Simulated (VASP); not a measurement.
# InSb (I-4m2) in VASP: further runs

The runs below take InSb through single point, with PBEsol.

All numbers are computed with VASP 6.6.1; they aren't measurements. Logs are shortened: lines on timing, memory, paths and dates and some standing lists are left out, and cuts for length are marked.

## Step 1: The cell of the first run

It takes space group I-4m2 (No. 119, tetragonal). Conventional cell: a = 4.718 Å, b = 4.718 Å, c = 6.478 Å, α = 90.00°, β = 90.00°, γ = 90.00°. In (site symmetry -4m2) has 4 Sb at 2.86 Å within 3.8 Å. Sb (site symmetry -4m2) has 4 In at 2.86 Å within 3.8 Å.

## Step 2: Single point, PBEsol (strain +0.030 along x and y, +0.000 along z)

The input, INCAR:

```
SYSTEM = InSb
PREC     = Accurate       ! precision mode
ENCUT    = 520            ! plane-wave cutoff, eV
EDIFF    = 1E-7           ! SCF threshold, eV
ISMEAR   = 0              ! smearing method
SIGMA    = 0.15           ! smearing width, eV
LREAL    = .FALSE.        ! projectors in reciprocal space
LASPH    = .TRUE.         ! aspherical terms in the spheres
NELM     = 80             ! most SCF steps
ALGO     = Normal         ! electronic algorithm
ISIF     = 2              ! what is computed and relaxed
LWAVE    = .FALSE.        ! write WAVECAR
LCHARG   = .TRUE.         ! write CHGCAR
GGA      = PS             ! functional
LELF     = .TRUE.         ! ELF
LVHAR    = .TRUE.       
NBANDS   = 16             ! bands
```

The input, KPOINTS:

```
regular mesh
0
G
  12 12 12
  0 0 0
```

The input, POSCAR:

```
InSb
1.0
    0.0000000000      3.3362730000      3.2391000000
    3.3362730000      0.0000000000      3.2391000000
    3.3362730000      3.3362730000      0.0000000000
In Sb
1 1
Direct
    0.0000000000      0.0000000000      0.0000000000
    0.7500000000      0.7500000000      0.7500000000
```

Potentials or basis: VASP PAW PBE potentials, release 64 (In_d, Sb).

On the command line:

```bash
$ cat potpaw_PBE.64/In_d/POTCAR potpaw_PBE.64/Sb/POTCAR > POTCAR
$ mpirun -np 1 vasp_std > vasp.out
```

OUTCAR:

```text
SYSTEM = InSb
   PREC = Accurate
   ENCUT = 520
   EDIFF = 1E-7
   ISMEAR = 0
   LREAL = .FALSE.
   LASPH = .TRUE.
   NELM = 80
   ISIF = 2
   GGA = PS

 ion  position               nearest neighbor table
   1  0.000  0.000  0.000-   2 2.86   2 2.86   2 2.86   2 2.86
   2  0.750  0.750  0.750-   1 2.86   1 2.86   1 2.86   1 2.86

  LATTYP: Found a body centered tetragonal cell.
 ALAT       =     4.7182025244
 C/A-ratio  =     1.3730228761

  Lattice vectors:

 A1 = (   0.0000000000,  -3.3362730000,  -3.2391000000)
 A2 = (   0.0000000000,   3.3362730000,  -3.2391000000)
 A3 = (   3.3362730000,   0.0000000000,   3.2391000000)

Analysis of symmetry for initial positions (statically):
=====================================================================
 Subroutine PRICEL returns:
 Original cell was already a primitive cell.

 Routine SETGRP: Setting up the symmetry group for a
 body centered tetragonal supercell.

 Subroutine GETGRP returns: Found  8 space group operations
 (whereof  8 operations were pure point group operations)
 out of a pool of 16 trial point group operations.

The static configuration has the point symmetry D_2d.

Analysis of symmetry for dynamics (positions and initial velocities):
=====================================================================
 Subroutine PRICEL returns:
 Original cell was already a primitive cell.

 Routine SETGRP: Setting up the symmetry group for a
 body centered tetragonal supercell.

 Subroutine GETGRP returns: Found  8 space group operations
 (whereof  8 operations were pure point group operations)
 out of a pool of 16 trial point group operations.

The dynamic configuration has the point symmetry D_2d.

 Subroutine INISYM returns: Found  8 space group operations
 (whereof  8 operations are pure point group operations),
 and found     1 'primitive' translations

----------------------------------------------------------------------------------------

                                     Primitive cell

  volume of cell :      72.1070

  direct lattice vectors                    reciprocal lattice vectors
     0.000000000  3.336273000  3.239100000    -0.149867832  0.149867832  0.154363867
     3.336273000  0.000000000  3.239100000     0.149867832 -0.149867832  0.154363867
     3.336273000  3.336273000  0.000000000     0.149867832  0.149867832 -0.154363867

  length of vectors
     4.649998531  4.649998531  4.718202524     0.262200185  0.262200185  0.262200185

  position of ions in fractional coordinates (direct lattice)
     0.000000000  0.000000000  0.000000000
     0.750000000  0.750000000  0.750000000

  ion indices of the primitive-cell ions
   primitive index   ion index
                 1           1
                 2           2

----------------------------------------------------------------------------------------

 KPOINTS: regular mesh

Automatic generation of k-mesh.
 Grid dimensions read from file:
 generate k-points for:   12   12   12

 Generating k-lattice:

  Cartesian coordinates                     Fractional coordinates (reciprocal lattice)
    -0.012488986  0.012488986  0.012863656     0.083333333  0.000000000  0.000000000
     0.012488986 -0.012488986  0.012863656     0.000000000  0.083333333  0.000000000
     0.012488986  0.012488986 -0.012863656     0.000000000  0.000000000  0.083333333

  Length of vectors
     0.021850015  0.021850015  0.021850015

  Shift w.r.t. Gamma in fractional coordinates (k-lattice)
     0.000000000  0.000000000  0.000000000

 Subroutine IBZKPT returns following result:
 ===========================================

 Found    163 irreducible k-points:

 Following reciprocal coordinates:
            Coordinates               Weight
  0.000000  0.000000  0.000000      1.000000
  0.083333 -0.000000  0.000000      8.000000
  0.166667  0.000000  0.000000      8.000000
  0.250000  0.000000  0.000000      8.000000
  0.333333  0.000000  0.000000      8.000000
  0.416667  0.000000  0.000000      8.000000
[... 16 lines left out ...]
  0.500000  0.166667  0.000000      8.000000
 -0.416667  0.166667  0.000000      8.000000
 [... further k-points ...]
   k-points           NKPTS =    163   k-points in BZ     NKDIM =    163   number of bands    NBANDS=     16
   number of dos      NEDOS =    301   number of ions     NIONS =      2
   total plane-waves  NPLWV =  46656
   dimension x,y,z NGX =    36 NGY =   36 NGZ =   36
   dimension x,y,z NGXF=    72 NGYF=   72 NGZF=   72
   ions per type =               1   1
   NGX,Y,Z   is equivalent  to a cutoff of  12.87, 12.87, 12.68 a.u.
   NGXF,Y,Z  is equivalent  to a cutoff of  25.74, 25.74, 25.37 a.u.
 SYSTEM =  InSb
   PREC   = accura    normal or accurate (medium, high low for compatibility)
   ISTART =      0    job   : 0-new  1-cont  2-samecut
   ICHARG =      2    charge: 1-file 2-atom 10-const
   ISPIN  =      1    spin polarized calculation?
   LNONCOLLINEAR =      F non collinear calculations
   LSORBIT =      F    spin-orbit coupling
   LASPH  =      T    aspherical Exc in radial PAW
   ENCUT  =  520.0 eV  38.22 Ry    6.18 a.u.   8.65  8.65  8.77*2*pi/ulx,y,z
   NELM   =     80;   NELMIN=  2; NELMDL= -5     # of ELM steps
   EDIFF  = 0.1E-06   stopping-criterion for ELM
   LREAL  =      F    real-space projection
   EDIFFG = 0.1E-05   stopping-criterion for IOM
   NSW    =      0    number of steps for IOM
   IBRION =     -1    ionic relax: 0-MD 1-quasi-New 2-CG
   NFREE  =      0    steps in history (QN), initial steepest desc. (CG)
   ISIF   =      2    stress and relaxation
   ISYM   =      2    0-nonsym 1-usesym 2-fastsym
   POTIM  = 0.5000    time-step for ionic-motion
   TEBEG  =    0.0;   TEEND  =   0.0 temperature during run
   PSTRESS=    0.0 pullay stress
   NELECT =      18.0000    total number of electrons
   NUPDOWN=      -1.0000    fix difference up-down
   EMIN   =  10.00;   EMAX   =-10.00  energy-range for DOS
   EFERMI =   0.00;   METHOD = LEGACY
   ISMEAR =     0;   SIGMA  =   0.15  broadening in eV -4-tet -1-fermi 0-gaus
   EFERMI_NEDOS =   21; number of points for ismear=-14 and -15
   IALGO  =     38    algorithm
   IMIX   =      4    mixing-type and parameters
     AMIX     =   0.40;   BMIX     =  1.00
     AMIX_MAG =   1.60;   BMIX_MAG =  1.00
  volume/ion in A,a.u.               =      36.05       243.30
  Fermi-wavevector in a.u.,A,eV,Ry     =   1.030797  1.947924 14.456769  1.062543
  Thomas-Fermi vector in A             =   2.164913
   LORBIT       =      0    0 simple, 1 ext, 2 COOP (PROOUT), +10 PAW based schemes
   GGA     = PS    functional components
   LHFCALC =     F    Hartree Fock is set to
   AEXX    =    0.0000 exact exchange contribution
   IVDW    =     0    specifies the selected vdW correction
   LEPSILON=     F    determine dielectric tensor
   LRPA    =     F    only Hartree local field effects (RPA)
 non-spin polarized calculation
 Gauss-broadening in eV      SIGMA  =   0.15
  energy-cutoff  :      520.00
  volume of cell :       72.11
 maximum number of plane-waves:      1980
   NGX = 17   NGY = 17   NGZ = 17

 number of electron      18.0000006 magnetization

 Free energy of the ion-electron system (eV)
  ---------------------------------------------------
  ext. energy  EPLUGINS =         0.00000000
  ---------------------------------------------------
  free energy    TOTEN  =        -7.68362942 eV

  energy without entropy =       -7.68334689  energy(sigma->0) =       -7.68348815

 E-fermi :   4.4941     XC(G=0):  -8.6217

 val. band max:        4.4506485943   @ k =   0.0000   0.0000   0.0000
 cond. band min:       4.7281168285   @ k =   0.5000   0.0000   0.0000
 fundamental gap:      0.2774682342
 Fermi energy:         4.4940903884

 k-point     1 :       0.0000    0.0000    0.0000
  band No.  band energies     occupation
      1     -10.0637      2.00000
      2     -10.0637      2.00000
      3     -10.0579      2.00000
      4      -9.9933      2.00000
      5      -9.9885      2.00000
      6      -6.0265      2.00000
[... 8 lines left out ...]
     15      12.3152      0.00000
     16      12.7086      0.00000

 k-point     2 :       0.0833   -0.0000    0.0000
  band No.  band energies     occupation
      1     -10.0654      2.00000
      2     -10.0625      2.00000
      3     -10.0577      2.00000
      4      -9.9934      2.00000
      5      -9.9886      2.00000
      6      -5.9682      2.00000
[... 8 lines left out ...]
     15      11.8574      0.00000
     16      12.1310      0.00000

 k-point     3 :       0.1667    0.0000    0.0000
  band No.  band energies     occupation
      1     -10.0718      2.00000
      2     -10.0593      2.00000
      3     -10.0553      2.00000
      4      -9.9937      2.00000
      5      -9.9885      2.00000
      6      -5.7981      2.00000
[... 8 lines left out ...]
     15      11.4864      0.00000
     16      11.7066      0.00000

 k-point     4 :       0.2500    0.0000    0.0000
  band No.  band energies     occupation
      1     -10.0812      2.00000
      2     -10.0552      2.00000
      3     -10.0515      2.00000
      4      -9.9938      2.00000
      5      -9.9881      2.00000
      6      -5.5335      2.00000
[... 8 lines left out ...]
     15      11.5135      0.00000
     16      11.6505      0.00000

 k-point     5 :       0.3333    0.0000    0.0000
  band No.  band energies     occupation
      1     -10.0907      2.00000
      2     -10.0514      2.00000
      3     -10.0479      2.00000
      4      -9.9935      2.00000
      5      -9.9872      2.00000
      6      -5.2139      2.00000
[... 8 lines left out ...]
     15      11.9861      0.00000
     16      11.9920      0.00000

 k-point     6 :       0.4167    0.0000    0.0000
  band No.  band energies     occupation
      1     -10.0975      2.00000
      2     -10.0490      2.00000
      3     -10.0456      2.00000
      4      -9.9930      2.00000
      5      -9.9863      2.00000
      6      -4.9226      2.00000
[... 8 lines left out ...]
     15      12.6896      0.00000
     16      12.7981      0.00000

 k-point     7 :       0.5000    0.0000    0.0000
  band No.  band energies     occupation
      1     -10.1001      2.00000
      2     -10.0482      2.00000
      3     -10.0448      2.00000
      4      -9.9927      2.00000
      5      -9.9859      2.00000
      6      -4.7968      2.00000
[... 8 lines left out ...]
     15      13.2423      0.00000
     16      13.4456      0.00000

 k-point     8 :       0.0833    0.0833    0.0000
  band No.  band energies     occupation
      1     -10.0630      2.00000
      2     -10.0614      2.00000
      3     -10.0614      2.00000
      4      -9.9942      2.00000
      5      -9.9879      2.00000
      6      -5.9462      2.00000
[... 8 lines left out ...]
     15      11.6890      0.00000
     16      12.3884      0.00000

 k-point     9 :       0.1667    0.0833    0.0000
  band No.  band energies     occupation
      1     -10.0704      2.00000
      2     -10.0582      2.00000
      3     -10.0577      2.00000
      4      -9.9952      2.00000
      5      -9.9874      2.00000
      6      -5.8108      2.00000
[... 8 lines left out ...]
     15      11.2621      0.00000
     16      12.1281      0.00000
[... 172 lines left out ...]
 k-point    19 :       0.1667    0.1667    0.0000
  band No.  band energies     occupation
      1     -10.0766      2.00000
      2     -10.0549      2.00000
      3     -10.0549      2.00000
      4      -9.9970      2.00000
      5      -9.9863      2.00000
      6      -5.7110      2.00000
[... 8 lines left out ...]
     15      11.5876      0.00000
     16      12.6073      0.00000

 k-point    20 :       0.2500    0.1667    0.0000
  band No.  band energies     occupation
      1     -10.0855      2.00000
      2     -10.0506      2.00000
      3     -10.0505      2.00000
      4      -9.9986      2.00000
      5      -9.9853      2.00000
      6      -5.5080      2.00000
[... 8 lines left out ...]
     15      12.2587      0.00000
     16      12.6168      0.00000

 k-point    21 :       0.3333    0.1667    0.0000
  band No.  band energies     occupation
      1     -10.0943      2.00000
      2     -10.0467      2.00000
      3     -10.0463      2.00000
      4      -9.9993      2.00000
      5      -9.9846      2.00000
      6      -5.2258      2.00000
[... 8 lines left out ...]
     15      12.5161      0.00000
     16      12.8772      0.00000

 k-point    22 :       0.4167    0.1667    0.0000
  band No.  band energies     occupation
      1     -10.1011      2.00000
      2     -10.0439      2.00000
      3     -10.0435      2.00000
      4      -9.9988      2.00000
      5      -9.9843      2.00000
      6      -4.9169      2.00000
[... 8 lines left out ...]
     15      12.7793      0.00000
     16      13.4807      0.00000

 k-point    23 :       0.5000    0.1667    0.0000
  band No.  band energies     occupation
      1     -10.1048      2.00000
      2     -10.0425      2.00000
      3     -10.0424      2.00000
      4      -9.9973      2.00000
      5      -9.9848      2.00000
      6      -4.6835      2.00000
[... 8 lines left out ...]
     15      13.1442      0.00000
     16      13.4943      0.00000

 k-point    24 :      -0.4167    0.1667    0.0000
  band No.  band energies     occupation
      1     -10.1045      2.00000
      2     -10.0432      2.00000
      3     -10.0420      2.00000
      4      -9.9954      2.00000
      5      -9.9864      2.00000
      6      -4.6555      2.00000
[... 8 lines left out ...]
     15      12.4729      0.00000
     16      12.8047      0.00000

 [... further k-points ...]
[... 5 lines left out ...]
  --------------------------------------------------------------------------------------
  -------------------------------------------------------------------------------------
  Total       -0.8198182     -0.8198182     -0.4675003      0.0000000      0.0000000      0.0000000
  in kB      -18.2159003    -18.2159003    -10.3875947      0.0000000      0.0000000      0.0000000
  external PRESSURE =     -15.6064651 kB  Pullay stress =       0.0000000 kB

 VOLUME and BASIS-vectors are now :
 -----------------------------------------------------------------------------
  energy-cutoff  :      520.00
  volume of cell :       72.11
      direct lattice vectors                 reciprocal lattice vectors
     0.000000000  3.336273000  3.239100000    -0.149867832  0.149867832  0.154363867
     3.336273000  0.000000000  3.239100000     0.149867832 -0.149867832  0.154363867
     3.336273000  3.336273000  0.000000000     0.149867832  0.149867832 -0.154363867

 POSITION                                       TOTAL-FORCE (eV/Angst)
 -----------------------------------------------------------------------------------
      0.00000      0.00000      0.00000        -0.000000      0.000000      0.000000
      5.00441      5.00441      4.85865         0.000000     -0.000000      0.000000
 -----------------------------------------------------------------------------------
    total drift:                                0.000000      0.000000      0.000000

  FREE ENERGIE OF THE ION-ELECTRON SYSTEM (eV)
  ---------------------------------------------------
  free  energy   TOTEN  =        -7.6836294156 eV

  energy  without entropy=       -7.6833468871  energy(sigma->0) =       -7.68348815
```

Run time: 4.6 min. Hardware: 1 thread of Intel Xeon 8259CL, shared host; peak memory 0.35 GiB.

Results:

```
Free energy : -7.6836 eV
Pressure    : -1.6 GPa
```

Levels at points of the mesh, in eV from the Fermi level:
```csv
k point,band 5,band 6,band 7,band 8,band 9,band 10,band 11,band 12,band 13,band 14
"(0.00, 0.00, 0.00)",-14.48,-10.52,-0.73,-0.18,-0.18,-0.04,2.76,2.83,2.83,5.38
"(0.50, 0.00, 0.00)",-14.48,-9.29,-5.52,-1.15,-0.97,0.23,3.57,3.71,5.86,7.69
"(0.50, 0.50, 0.00)",-14.47,-8.70,-5.75,-2.32,-2.32,1.02,1.14,7.66,7.66,8.30
"(0.50, 0.00, 0.50)",-14.48,-8.77,-5.88,-2.18,-2.16,1.23,1.27,7.55,7.66,8.12
```

Caveat: the cell differs from its parent crystal (strain +0.030 along x and y, +0.000 along z); the PAW data sets were made with another functional, which shifts forces and pressure a little; spin-orbit coupling is left out, which moves the levels of the heavy elements.

(Part 1 of 2 ends here.)
